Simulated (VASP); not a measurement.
# As (Fm-3m) in VASP: a series of runs, part 3 of 3

VASP 6.6.1. Earlier steps stand in the parts before.

## (7) Relaxation of cell and atoms, PBE, target pressure 120 GPa, at which the enthalpy is minimised

This run uses another cell than the first one, of 11.66 Å³/atom, 1.003 times its volume.

The input, INCAR:

```
SYSTEM = As
  PREC = Accurate
  ENCUT = 600
  EDIFF = 1E-6
  ISMEAR = -1
  SIGMA = 0.05
  LREAL = .FALSE.
  LASPH = .TRUE.
  NELM = 80
  ALGO = Normal
  ISIF = 3
  LWAVE = .FALSE.
  LCHARG = .FALSE.
  GGA = PE
  IBRION = 2
  NSW = 60
  EDIFFG = -0.005
  PSTRESS = 1200.0
```

The input, KPOINTS:

```
regular mesh
0
G
  18 18 18
  0 0 0
```

The input, POSCAR:

```
As
1.0
    0.0000000000      1.7996845687      1.7996845687
    1.7996845687      0.0000000000      1.7996845687
    1.7996845687      1.7996845687      0.0000000000
As
1
Direct
    0.0000000000      0.0000000000      0.0000000000
```

Potentials or basis: VASP PAW PBE potentials, release 64 (As).

On the command line:

```console
$ cat potpaw_PBE.64/As/POTCAR > POTCAR
$ mpirun -np 1 vasp_std > vasp.out
```

OUTCAR:

```text
SYSTEM = As
   PREC = Accurate
   ENCUT = 600
   EDIFF = 1E-6
   ISMEAR = -1
   LREAL = .FALSE.
   LASPH = .TRUE.
   NELM = 80
   ISIF = 3
   GGA = PE
   IBRION = 2
   NSW = 60
   EDIFFG = -0.005
   PSTRESS = 1200.0

 ion  position               nearest neighbor table
   1  0.000  0.000  0.000-

  LATTYP: Found a face centered cubic cell.
 ALAT       =     3.5993691374

  Lattice vectors:

 A1 = (   0.0000000000,   1.7996845687,   1.7996845687)
 A2 = (   1.7996845687,   0.0000000000,   1.7996845687)
 A3 = (   1.7996845687,   1.7996845687,   0.0000000000)

Analysis of symmetry for initial positions (statically):
=====================================================================
 Subroutine PRICEL returns:
[... 245 lines left out ...]
 Free energy of the ion-electron system (eV)
  ---------------------------------------------------
  ext. energy  EPLUGINS =         0.00000000
  ---------------------------------------------------
  free energy    TOTEN  =        -2.31654865 eV

  energy without entropy =       -2.31322665  energy(sigma->0) =       -2.31488765

 E-fermi :  13.4673     XC(G=0): -13.0513

 val. band max:       13.4277108667   @ k =   0.5000   0.2222   0.0000
 cond. band min:      13.5184114560   @ k =  -0.1667   0.1667   0.0556
 fundamental gap:      0.0907005893
 Fermi energy:        13.4672884397

 k-point     1 :       0.0000    0.0000    0.0000
  band No.  band energies     occupation
      1      -7.3892      2.00000
      2      24.1567      0.00000
      3      24.1567      0.00000
      4      24.1567      0.00000
      5      28.0260      0.00000
      6      28.0260      0.00000
[... 199 lines left out ...]
 k-point    24 :      -0.2222    0.0556    0.0000
  band No.  band energies     occupation
      1      -5.2518      2.00000
      2      13.0065      1.99980
      3      19.8651      0.00000
      4      22.9156      0.00000
      5      27.5397      0.00000
      6      28.5462      0.00000

 [... further k-points ...]
[... 5 lines left out ...]
  --------------------------------------------------------------------------------------
  -------------------------------------------------------------------------------------
  Total        8.7571409      8.7571409      8.7571409     -0.0000000     -0.0000000      0.0000000
  in kB     1200.0310484   1200.0310484   1200.0310484     -0.0000000     -0.0000000      0.0000000
  external PRESSURE =       0.0310484 kB  Pullay stress =    1200.0000000 kB
[... 20 lines left out ...]
  energy  without entropy=       -2.3132266549  energy(sigma->0) =       -2.31488765

  enthalpy is  TOTEN    =         6.4403656651 eV   P V=        8.7569143173

 reached required accuracy - stopping structural energy minimisation
```

OSZICAR:

```text
N       E                     dE             d eps       ncg     rms          rms(c)
DAV:   1     0.788942857439E+01    0.78894E+01   -0.26648E+03  2400   0.757E+02
DAV:   2    -0.223566946372E+01   -0.10125E+02   -0.96737E+01  3282   0.813E+01
DAV:   3    -0.232685616044E+01   -0.91187E-01   -0.90777E-01  2676   0.812E+00
DAV:   4    -0.232692821995E+01   -0.72060E-04   -0.72060E-04  3330   0.188E-01
[... 12 lines left out ...]
       N       E                     dE             d eps       ncg     rms          rms(c)
DAV:   1    -0.231723338042E+01    0.10849E+00   -0.27933E-02  2496   0.116E+00    0.197E-01
DAV:   2    -0.231677807020E+01    0.45531E-03   -0.23511E-04  2652   0.173E-01    0.111E-01
DAV:   3    -0.231654909264E+01    0.22898E-03   -0.32890E-04  2502   0.131E-01    0.155E-02
DAV:   4    -0.231654865212E+01    0.44052E-06   -0.79699E-07  2238   0.134E-02
   3 F= 0.64403657E+01 E0= 0.64420267E+01  d E =-.153431E-03
```

Run time: 9.3 s. Hardware: 1 thread of Intel Xeon 6975P-C, shared host; peak memory 0.14 GiB.

What came out:

```
Free energy                                            : -2.3165 eV
Relaxed volume                                         : 11.69 Å³/atom
Relaxed cell                                           : a = 2.548 Å, b = 2.548 Å, c = 2.548 Å, α = 60.00°, β = 60.00°, γ = 60.00°
Space group after relaxing (to 0.05 Å)                 : Fm-3m (No. 225)
Energy change on relaxing (the enthalpy is what falls) : -25.5 meV/atom
Ionic steps                                            : 3
Pressure after relaxing                                : 120.0 GPa
```

Step by step:
| step | energy change (eV) | largest force (eV/Å) | pressure (GPa) | volume (Å³) |
| --- | --- | --- | --- | --- |
| 1 | 0.0000 | 0.0000 | 121.49 | 11.66 |
| 2 | -0.1347 | 0.0000 | 113.72 | 11.84 |
| 3 | -0.0255 | 0.0000 | 120.00 | 11.69 |

Final structure:
```xyz
1
Lattice="0.0000 1.8014 1.8014 1.8014 0.0000 1.8014 1.8014 1.8014 0.0000" Properties=species:S:1:pos:R:3 pbc="T T T"
As    0.0000    0.0000    0.0000
```

Levels at points of the mesh, in eV from the Fermi level:
| k point | band 1 | band 2 | band 3 | band 4 | band 5 | band 6 |
| --- | --- | --- | --- | --- | --- | --- |
| (0.00, 0.00, 0.00) | -20.86 | 10.69 | 10.69 | 10.69 | 14.56 | 14.56 |
| (0.50, 0.00, 0.00) | -12.69 | -11.24 | 7.37 | 7.37 | 12.91 | 12.91 |
| (0.50, 0.50, 0.00) | -9.40 | -8.94 | 0.73 | 0.73 | 4.95 | 6.04 |

Caveat: the cell is relaxed towards a set pressure, so the enthalpy falls and the energy may rise.

## (8) Overview

```tsv
task	cell	k mesh	cutoff (eV)	gap on the mesh (eV)	pressure (GPa)
single point	a = 2.543 Å, angles 60.0°, 1 atom	18 × 18 × 18	520	none	123.0
single point	a = 3.013 Å, angles 60.0°, 1 atom	16 × 16 × 16	520	none	0.0
single point	a = 2.545 Å, angles 60.0°, 1 atom	18 × 18 × 18	520	none	121.5
single point	a = 2.542 Å, angles 60.0°, 1 atom	18 × 18 × 18	520	none	123.1
relaxation of cell and atoms	relaxed to 120 GPa from a = 2.545 Å, angles 60.0°, 1 atom	18 × 18 × 18	600	none	120.0
```

Alike in all rows: level PBE; potentials or basis VASP PAW PBE potentials, release 64 (As); no spin polarisation; smearing fermi-dirac 0.05 eV.

Caveats: the cell is relaxed towards a set pressure, so the enthalpy falls and the energy may rise (some runs).

Absolute energies hang on the potentials; compare differences alone.
